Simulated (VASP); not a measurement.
Wanted: the native input for a VASP 6.6.1 run.

```
Task                            : G0W0 quasiparticle levels
Functional                      : PBE
Potentials or basis             : VASP PAW PBE potentials, release 64 (Mg_GW, S_GW)
Cutoff                          : 500 eV
k mesh                          : 4 × 4 × 4
Occupations                     : gaussian, width 0.01 eV
Spin                            : no spin polarisation
Dipole correction               : no
GW scheme                       : G0W0
GW iterations                   : 1
Cutoff of the response function : 60
Frequency points                : 48
Empty bands                     : 30
Further INCAR settings          : ALGO = EVGW0; EDIFF = 1e-08; NBANDS = 34
```

The system is MgS.

```
Mg S
1.0
     0.00000    2.60152    2.60152
     2.60152    0.00000    2.60152
     2.60152    2.60152    0.00000
Mg S
1 1
Direct
  0.00000 0.00000 0.00000
  0.50000 0.50000 0.50000
```

The input as run:

POSCAR

```
MgS
1.0
    0.0000000000      2.6015179373      2.6015179373
    2.6015179373      0.0000000000      2.6015179373
    2.6015179373      2.6015179373      0.0000000000
Mg S
1 1
Direct
    0.0000000000      0.0000000000      0.0000000000
    0.5000000000      0.5000000000      0.5000000000
```

INCAR.step1

```
PREC     = Accurate       # precision mode
ENCUT    = 500            # plane-wave cutoff, eV
EDIFF    = 1E-8           # SCF threshold, eV
ISMEAR   = 0              # smearing method
SIGMA    = 0.01           # smearing width, eV
LREAL    = False          # projectors in reciprocal space
LASPH    = True           # aspherical terms in the spheres
NELM     = 100            # most SCF steps
ALGO     = Normal         # electronic algorithm
LWAVE    = True           # write WAVECAR
LCHARG   = False          # write CHGCAR
GGA      = PE             # functional
```

INCAR.step2

```
PREC     = Accurate       # precision mode
ENCUT    = 500            # plane-wave cutoff, eV
EDIFF    = 1E-8           # SCF threshold, eV
ISMEAR   = 0              # smearing method
SIGMA    = 0.01           # smearing width, eV
LREAL    = False          # projectors in reciprocal space
LASPH    = True           # aspherical terms in the spheres
NELM     = 1              # most SCF steps
ALGO     = Exact          # electronic algorithm
LWAVE    = True           # write WAVECAR
LCHARG   = False          # write CHGCAR
GGA      = PE             # functional
NBANDS   = 34             # bands
LOPTICS  = True           # frequency-dependent dielectric function
ISTART   = 1
```

INCAR.step3

```
PREC     = Accurate       # precision mode
ENCUT    = 500            # plane-wave cutoff, eV
EDIFF    = 1E-8           # SCF threshold, eV
ISMEAR   = 0              # smearing method
SIGMA    = 0.01           # smearing width, eV
LREAL    = False          # projectors in reciprocal space
LASPH    = True           # aspherical terms in the spheres
ALGO     = EVGW0          # electronic algorithm
LWAVE    = False          # write WAVECAR
LCHARG   = False          # write CHGCAR
GGA      = PE             # functional
NELMGW   = 1            
NBANDS   = 34             # bands
ENCUTGW  = 60             # cutoff of the response function
NOMEGA   = 48             # frequency points
PRECFOCK = Fast         
ISTART   = 1            
NBANDSGW = 12
```

KPOINTS

```
regular mesh
0
Gamma
  4 4 4
```

Potentials or basis: VASP PAW PBE potentials, release 64 (Mg_GW, S_GW).

The run is started by

```console
$ cat potpaw_PBE.64/Mg_GW/POTCAR potpaw_PBE.64/S_GW/POTCAR > POTCAR
$ cp INCAR.step1 INCAR
$ mpirun -np 1 vasp_std > vasp.out
$ cp INCAR.step2 INCAR
$ mpirun -np 1 vasp_std > vasp.out
$ cp INCAR.step3 INCAR
$ mpirun -np 1 vasp_std > vasp.out
```

It gave:

* Quasiparticle gap: 3.99 eV
* Least direct quasiparticle gap: 4.95 eV
* Band gap of the starting levels on the mesh: 2.75 eV
* Least direct gap of the starting levels on the mesh: 3.70 eV

Caveat: the k points lie up to 0.52 Å⁻¹ apart; bands, screening cutoff and mesh are small and nothing is extrapolated, so the quasiparticle values aren't converged.

Wall time 24 s on 1 thread of Intel(R) Xeon(R) 6975P-C (Granite Rapids) (shared host), peak memory 0.3 GiB.
